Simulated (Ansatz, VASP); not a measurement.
## Se: VASP beside Ansatz

INCAR

```
PREC = Accurate ; ENCUT = 520
EDIFF = 1E-6 ; ISMEAR = 0
SIGMA = 0.1 ; LREAL = F
LASPH = T ; NELM = 80
ALGO = Normal ; ISIF = 2
LWAVE = F ; LCHARG = F
GGA = PS ; NBANDS = 9
```

The input KPOINTS:

```
regular mesh
0
Gamma
  18 18 18
```

File POSCAR:

```
Se
1.0
   -1.6439301203      1.6439301203      1.7120680649
    1.5757921757     -1.5757921757      1.5757921757
    1.7120680649      1.6439301203     -1.6439301203
Se
1
Direct
    0.0000000000      0.0000000000      0.0000000000
```

Input for Ansatz:

```yaml
crystal:
  lattice:
    - [-1.6439301203, 1.6439301203, 1.7120680649]
    - [1.5757921757, -1.5757921757, 1.5757921757]
    - [1.7120680649, 1.6439301203, -1.6439301203]
  atoms:
    - { symbol: Se, position: [0.0, 0.0, 0.0] }
basis:
  ecutwfc: 420
kpoints:
  mp_grid: { grid: [18, 18, 18] }
hamiltonian:
  xc: pbesol
scf:
  occupations: { method: gaussian, width: 0.1 }
output:
  forces: true
  stress: true
  eigenvalues: true
```

Alike in both runs: task single point; functional PBEsol; k mesh 18 × 18 × 18; occupations gaussian, width 0.1 eV; no spin polarisation.

|  | VASP | Ansatz |
| --- | --- | --- |
| version | VASP 6.6.1 | Ansatz 0.2.0 |
| potentials or method | VASP PAW PBE potentials, release 64 (Se), cutoff 520 eV | scalar-relativistic, plane waves, PAW |
| valence electrons in the cell | 6 | 16 |

VASP gave:

- gap on the k mesh at the Fermi level (eV): none
- pressure (GPa): 9.1
- traceless stress, the component that is largest in VASP (GPa): -0.45

Task: What did Ansatz give for the same quantities?

Result: gap on the k mesh at the Fermi level (eV): none; pressure (GPa): 8.9; traceless stress, the component that is largest in VASP (GPa): -0.44.

VASP's potentials were made for PBE, not for PBEsol. A gap of «none» marks a metal or a gap that the smearing closes. VASP's potentials hold 6 valence electrons a cell and Ansatz's 16, so a difference there can come from the potentials and not from the codes.
